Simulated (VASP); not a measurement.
# CdF2 (Fm-3m) in VASP: density of states with PBE

Aim: the density of states of CdF2 with PBE.

All numbers are computed with VASP 6.6.1; they aren't measurements. Logs are shortened: lines on timing, memory, paths and dates and some standing lists are left out, and cuts for length are marked.

## (1) The cell of the first run

The structure is cubic, space group Fm-3m (No. 225). The conventional cell has a = 5.394 Å, b = 5.394 Å, c = 5.394 Å, α = 90.00°, β = 90.00°, γ = 90.00°. Within 3.1 Å of Cd (site symmetry m-3m) lie 8 F at 2.34 Å. F (site symmetry -43m) has 4 Cd at 2.34 Å and 6 F at 2.70 Å within 3.1 Å.

## (2) Density of states, PBE

POSCAR

```
CdF2
1.0
    0.0000000000      2.6968830000      2.6968830000
    2.6968830000      0.0000000000      2.6968830000
    2.6968830000      2.6968830000      0.0000000000
Cd F
1 2
Direct
    0.0000000000      0.0000000000      0.0000000000
    0.2500000000      0.2500000000      0.2500000000
    0.7500000000      0.7500000000      0.7500000000
```

INCAR.step1

```
SYSTEM = CdF2
ALGO = Normal ; EDIFF = 1E-7
ENCUT = 520 ; GGA = PE
ISIF = 2 ; ISMEAR = -1
LASPH = .TRUE. ; LCHARG = .TRUE.
LREAL = .FALSE. ; LWAVE = .FALSE.
NBANDS = 20 ; NELM = 60
PREC = Accurate ; SIGMA = 0.1
```

KPOINTS.step1

```
k-points
0
G
  8 8 8
  0 0 0
```

INCAR.step2

```
SYSTEM = CdF2
ALGO = Normal ; EDIFF = 1E-7
ENCUT = 520 ; GGA = PE
ICHARG = 11 ; ISIF = 2
ISMEAR = -5 ; LASPH = .TRUE.
LCHARG = .FALSE. ; LORBIT = 10
LREAL = .FALSE. ; LWAVE = .FALSE.
NBANDS = 20 ; NEDOS = 2001
NELM = 60 ; PREC = Accurate
SIGMA = 0.1
```

KPOINTS.step2

```
k-points
0
G
  12 12 12
  0 0 0
```

Potentials or basis: VASP PAW PBE potentials, release 64 (Cd, F).

The run is started by

```bash
> cat potpaw_PBE.64/Cd/POTCAR potpaw_PBE.64/F/POTCAR > POTCAR
> cp INCAR.step1 INCAR
> cp KPOINTS.step1 KPOINTS
> mpirun -np 1 vasp_std > vasp.out
> cp INCAR.step2 INCAR
> cp KPOINTS.step2 KPOINTS
> mpirun -np 1 vasp_std > vasp.out
```

OUTCAR:

```text
SYSTEM = CdF2
   EDIFF = 1E-7
   ENCUT = 520
   GGA = PE
   ICHARG = 11
   ISIF = 2
   ISMEAR = -5
   LASPH = .TRUE.
   LORBIT = 10
   LREAL = .FALSE.
   NELM = 60
   PREC = Accurate

 ion  position               nearest neighbor table
   1  0.000  0.000  0.000-   2 2.34   3 2.34   3 2.34   3 2.34   3 2.34   2 2.34   2 2.34   2 2.34

   2  0.250  0.250  0.250-   1 2.34   1 2.34   1 2.34   1 2.34
   3  0.750  0.750  0.750-   1 2.34   1 2.34   1 2.34   1 2.34

  LATTYP: Found a face centered cubic cell.
 ALAT       =     5.3937660000

  Lattice vectors:

 A1 = (   0.0000000000,   2.6968830000,   2.6968830000)
 A2 = (   2.6968830000,   0.0000000000,   2.6968830000)
 A3 = (   2.6968830000,   2.6968830000,   0.0000000000)

Analysis of symmetry for initial positions (statically):
=====================================================================
 Subroutine PRICEL returns:
 Original cell was already a primitive cell.

 Routine SETGRP: Setting up the symmetry group for a
 face centered cubic supercell.

 Subroutine GETGRP returns: Found 48 space group operations
 (whereof 48 operations were pure point group operations)
 out of a pool of 48 trial point group operations.

The static configuration has the point symmetry O_h .

Analysis of symmetry for dynamics (positions and initial velocities):
=====================================================================
 Subroutine PRICEL returns:
 Original cell was already a primitive cell.

 Routine SETGRP: Setting up the symmetry group for a
 face centered cubic supercell.

 Subroutine GETGRP returns: Found 48 space group operations
 (whereof 48 operations were pure point group operations)
 out of a pool of 48 trial point group operations.

The dynamic configuration has the point symmetry O_h .

 Subroutine INISYM returns: Found 48 space group operations
 (whereof 48 operations are pure point group operations),
 and found     1 'primitive' translations

----------------------------------------------------------------------------------------

                                     Primitive cell

  volume of cell :      39.2298

  direct lattice vectors                    reciprocal lattice vectors
     0.000000000  2.696883000  2.696883000    -0.185399218  0.185399218  0.185399218
     2.696883000  0.000000000  2.696883000     0.185399218 -0.185399218  0.185399218
     2.696883000  2.696883000  0.000000000     0.185399218  0.185399218 -0.185399218

  length of vectors
     3.813968515  3.813968515  3.813968515     0.321120866  0.321120866  0.321120866
[... 86 lines left out ...]
   LREAL  =      F    real-space projection
   EDIFFG = 0.1E-05   stopping-criterion for IOM
   NSW    =      0    number of steps for IOM
   IBRION =     -1    ionic relax: 0-MD 1-quasi-New 2-CG
   NFREE  =      0    steps in history (QN), initial steepest desc. (CG)
   ISIF   =      2    stress and relaxation
   ISYM   =      2    0-nonsym 1-usesym 2-fastsym
   POTIM  = 0.5000    time-step for ionic-motion
   TEBEG  =    0.0;   TEEND  =   0.0 temperature during run
   PSTRESS=    0.0 pullay stress
   NELECT =      26.0000    total number of electrons
   NUPDOWN=      -1.0000    fix difference up-down
   EMIN   =  10.00;   EMAX   =-10.00  energy-range for DOS
   EFERMI =   0.00;   METHOD = LEGACY
   ISMEAR =    -5;   SIGMA  =   0.10  broadening in eV -4-tet -1-fermi 0-gaus
   EFERMI_NEDOS =   21; number of points for ismear=-14 and -15
   IALGO  =     38    algorithm
   IMIX   =      4    mixing-type and parameters
     AMIX     =   0.40;   BMIX     =  1.00
     AMIX_MAG =   1.60;   BMIX_MAG =  1.00
  volume/ion in A,a.u.               =      13.08        88.25
  Fermi-wavevector in a.u.,A,eV,Ry     =   1.427339  2.697280 27.719109  2.037297
  Thomas-Fermi vector in A             =   2.547519
   LORBIT       =     10    0 simple, 1 ext, 2 COOP (PROOUT), +10 PAW based schemes
   GGA     = PE    functional components
   LHFCALC =     F    Hartree Fock is set to
   AEXX    =    0.0000 exact exchange contribution
   IVDW    =     0    specifies the selected vdW correction
   LEPSILON=     F    determine dielectric tensor
   LRPA    =     F    only Hartree local field effects (RPA)
 non-spin polarized calculation
 Fermi weights with tetrahedron method with Bloechl corrections
  energy-cutoff  :      520.00
  volume of cell :       39.23
 maximum number of plane-waves:      1067

 number of electron      25.9999987 magnetization

 Free energy of the ion-electron system (eV)
  ---------------------------------------------------
  ext. energy  EPLUGINS =         0.00000000
  ---------------------------------------------------
  free energy    TOTEN  =       -10.86460145 eV

  energy without entropy =      -10.86460145  energy(sigma->0) =      -10.86460145

 E-fermi :  -1.3289     XC(G=0): -10.3947

 val. band max:       -1.3362892837   @ k =  -0.2500   0.5000   0.2500
 cond. band min:       1.7208791026   @ k =   0.0000   0.0000   0.0000
 fundamental gap:      3.0571683863
 Fermi energy:        -1.3289430465

 k-point     1 :       0.0000    0.0000    0.0000
  band No.  band energies     occupation
      1     -22.1230      2.00000
      2     -21.0272      2.00000
      3      -6.9443      2.00000
      4      -6.9443      2.00000
      5      -6.9443      2.00000
      6      -5.7407      2.00000
[... 541 lines left out ...]
     19      17.1879      0.00000
     20      20.0114      0.00000

 [... further k-points ...]
[... 5 lines left out ...]
  --------------------------------------------------------------------------------------
  -------------------------------------------------------------------------------------
  Total        1.4156969      1.4156969      1.4156969      0.0000000     -0.0000000     -0.0000000
  in kB       57.8181977     57.8181977     57.8181977      0.0000000     -0.0000000     -0.0000000
  external PRESSURE =      57.8181977 kB  Pullay stress =       0.0000000 kB

 VOLUME and BASIS-vectors are now :
 -----------------------------------------------------------------------------
  energy-cutoff  :      520.00
  volume of cell :       39.23
      direct lattice vectors                 reciprocal lattice vectors
     0.000000000  2.696883000  2.696883000    -0.185399218  0.185399218  0.185399218
     2.696883000  0.000000000  2.696883000     0.185399218 -0.185399218  0.185399218
     2.696883000  2.696883000  0.000000000     0.185399218  0.185399218 -0.185399218

 POSITION                                       TOTAL-FORCE (eV/Angst)
 -----------------------------------------------------------------------------------
      0.00000      0.00000      0.00000        -0.000000      0.000000     -0.000000
      1.34844      1.34844      1.34844        -0.000000      0.000000      0.000000
      4.04532      4.04532      4.04532         0.000000     -0.000000     -0.000000
 -----------------------------------------------------------------------------------
    total drift:                                0.000000     -0.000000      0.000000

  FREE ENERGIE OF THE ION-ELECTRON SYSTEM (eV)
  ---------------------------------------------------
  free  energy   TOTEN  =       -10.8646014538 eV

  energy  without entropy=      -10.8646014538  energy(sigma->0) =      -10.86460145

 total charge

# of ion       s       p       d       tot
------------------------------------------
    1        0.230   0.195   9.691  10.116
    2        1.740   4.343   0.000   6.082
    3        1.740   4.343   0.000   6.082
--------------------------------------------------
tot          3.710   8.880   9.691  22.281
```

OUTCAR.step1:

```text
SYSTEM = CdF2
   EDIFF = 1E-7
   ENCUT = 520
   GGA = PE
   ISIF = 2
   ISMEAR = -1
   LASPH = .TRUE.
[... 776 lines left out ...]
      0.00000      0.00000      0.00000        -0.000000      0.000000      0.000000
      1.34844      1.34844      1.34844         0.000000      0.000000      0.000000
      4.04532      4.04532      4.04532        -0.000000     -0.000000     -0.000000
 -----------------------------------------------------------------------------------
    total drift:                                0.000000      0.000000      0.000000

  FREE ENERGIE OF THE ION-ELECTRON SYSTEM (eV)
  ---------------------------------------------------
  free  energy   TOTEN  =       -10.8643106213 eV

  energy  without entropy=      -10.8643105925  energy(sigma->0) =      -10.86431061
```

OSZICAR.step1:

```text
N       E                     dE             d eps       ncg     rms          rms(c)
DAV:   1     0.195949411438E+03    0.19595E+03   -0.15541E+04  1192   0.132E+03
DAV:   2    -0.402481387395E+01   -0.19997E+03   -0.19215E+03  1264   0.343E+02
DAV:   3    -0.125372009480E+02   -0.85124E+01   -0.84860E+01  1316   0.768E+01
DAV:   4    -0.125753536812E+02   -0.38153E-01   -0.38151E-01  1288   0.524E+00
DAV:   5    -0.125754880516E+02   -0.13437E-03   -0.13437E-03  1300   0.281E-01    0.102E+01
DAV:   6    -0.108343571635E+02    0.17411E+01   -0.39892E+00  1472   0.374E+01    0.742E+00
DAV:   7    -0.108794043796E+02   -0.45047E-01   -0.88510E-01  1184   0.850E+00    0.423E+00
DAV:   8    -0.108720915688E+02    0.73128E-02   -0.13388E-01  1200   0.343E+00    0.704E-01
DAV:   9    -0.108636264929E+02    0.84651E-02   -0.32477E-02  1404   0.223E+00    0.876E-02
DAV:  10    -0.108641885480E+02   -0.56206E-03   -0.28594E-03  1192   0.588E-01    0.120E-01
DAV:  11    -0.108642876047E+02   -0.99057E-04   -0.12663E-04  1260   0.112E-01    0.375E-02
DAV:  12    -0.108643090211E+02   -0.21416E-04   -0.38980E-05  1184   0.539E-02    0.183E-02
DAV:  13    -0.108643108101E+02   -0.17889E-05   -0.63849E-06  1256   0.204E-02    0.312E-03
DAV:  14    -0.108643105883E+02    0.22179E-06   -0.51176E-07  1244   0.896E-03    0.922E-04
DAV:  15    -0.108643106213E+02   -0.33032E-07   -0.67321E-08  1000   0.245E-03
   1 F= -.10864311E+02 E0= -.10864311E+02  d E =-.288256E-07
```

Wall time 22 s (1 thread of Intel Xeon 6975P-C (Granite Rapids), shared host); peak memory 0.18 GiB.

Results:

```
Valence electrons inside the program's atomic spheres : Cd 10.12; F 6.08
```
